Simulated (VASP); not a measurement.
Input of a VASP 6.6.1 run:

INCAR

```
SYSTEM = Ge5As
ALGO = Normal
EDIFF = 1E-6
ENCUT = 520
GGA = PE
ISIF = 2
ISMEAR = 0
LASPH = .TRUE.
LCHARG = .FALSE.
LREAL = .FALSE.
LWAVE = .FALSE.
NBANDS = 46
NELM = 80
PREC = Accurate
SIGMA = 0.1
```

Contents of KPOINTS:

```
k-points
0
G
  4 4 4
  0 0 0
```

File POSCAR:

```
Ge5As
1.0
    0.0000000000      4.6750855629      4.6750855629
    4.6750855629      0.0000000000      4.6750855629
    4.6750855629      4.6750855629      0.0000000000
Ge As
5 1
Direct
    0.5000000000      0.5000000000      0.5000000000
    0.9015930419      0.9015930419      0.9015930419
    0.9015930419      0.9015930419      0.2952208742
    0.9015930419      0.2952208742      0.9015930419
    0.2952208742      0.9015930419      0.9015930419
    0.7500000000      0.7500000000      0.7500000000
```

Potentials or basis: VASP PAW PBE potentials, release 64 (Ge_d, As).

The run is started by

```bash
$ cat potpaw_PBE.64/Ge_d/POTCAR potpaw_PBE.64/As/POTCAR > POTCAR
$ mpirun -np 1 vasp_std > vasp.out
```

(1) What does it give for the largest force?

(2) Estimate the pressure.

## Answers

(1) 0.038 eV/Å.

(2) 0.0 GPa.
